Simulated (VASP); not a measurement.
A run of VASP 6.6.1:

File INCAR:

```
PREC = Accurate
ENCUT = 520
EDIFF = 1E-7
ISMEAR = 0
SIGMA = 0.1
LREAL = False
LASPH = True
NELM = 60
ALGO = Normal
ISIF = 2
LWAVE = False
LCHARG = False
GGA = PE
NBANDS = 31
```

Contents of KPOINTS:

```
regular mesh
0
Gamma
  8 8 8
```

File POSCAR:

```
AlGa2N3
1.0
   -1.7013352700      1.7013352700      7.2181542300
    1.7013352700     -1.7013352700      7.2181542300
    1.7013352700      1.7013352700     -7.2181542300
Al Ga N
1 2 3
Direct
    0.0000000000      0.0000000000      0.0000000000
    0.6666666700      0.6666666700      0.0000000000
    0.3333333300      0.3333333300      0.0000000000
    0.1666666700      0.1666666700      0.0000000000
    0.8333333300      0.8333333300      0.0000000000
    0.5000000000      0.5000000000      0.0000000000
```

Potentials or basis: VASP PAW PBE potentials, release 64 (Al, Ga_d, N).

The run is started by

```console
$ cat potpaw_PBE.64/Al/POTCAR potpaw_PBE.64/Ga_d/POTCAR potpaw_PBE.64/N/POTCAR > POTCAR
$ mpirun -np 1 vasp_std > vasp.out
```

Hardware: 1 thread of Intel(R) Xeon(R) 6975P-C (Granite Rapids), with other jobs on the host.

Question: Estimate the wall time of this run.

Answer: Run time: 4.9 min on 1 thread of Intel(R) Xeon(R) 6975P-C (Granite Rapids), with other jobs on the host, peak memory 0.54 GiB. Counts: scf iterations 17, k points 59.
